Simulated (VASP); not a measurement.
Set up this calculation in VASP 6.6.1, as the native input.

* Task: single point
* Functional: PBE
* Potentials or basis: VASP PAW PBE potentials, release 64 (Cu, Cl)
* Cutoff: 600 eV
* k mesh: 8 × 8 × 8
* Occupations: gaussian, width 0.01 eV
* Spin: no spin polarisation
* Dipole correction: no
* Further INCAR settings: ALGO = Normal; EDIFF = 1e-06; NBANDS = 16

The structure of CuCl lies in POSCAR:

```
CuCl
1.0
    0.0000000000      2.7100000000      2.7100000000
    2.7100000000      0.0000000000      2.7100000000
    2.7100000000      2.7100000000      0.0000000000
Cu Cl
1 1
Direct
    0.0000000000      0.0000000000      0.0000000000
    0.2500000000      0.2500000000      0.2500000000
```

These files were run (other wordings do the same):

INCAR

```
PREC = Accurate
ENCUT = 600
EDIFF = 1E-6
ISMEAR = 0
SIGMA = 0.01
LREAL = F
LASPH = T
NELM = 120
ALGO = Normal
ISIF = 2
LWAVE = F
LCHARG = T
GGA = PE
LELF = T
LVHAR = T
NBANDS = 16
GGA_COMPAT = F
```

KPOINTS

```
Automatic mesh
0
Gamma
  8 8 8
```

Potentials or basis: VASP PAW PBE potentials, release 64 (Cu, Cl).

Command:

```bash
$ cat potpaw_PBE.64/Cu/POTCAR potpaw_PBE.64/Cl/POTCAR > POTCAR
$ mpirun -np 1 vasp_std > vasp.out
```

It gave:

| Quantity | Value |
| --- | --- |
| Pressure | 0.2 GPa |
| Band gap on the k mesh | 0.54 eV |

Wall time 19 s on 1 thread of AMD EPYC 7R43 64-Core Processor (Zen 3) (shared host), peak memory 0.15 GiB.
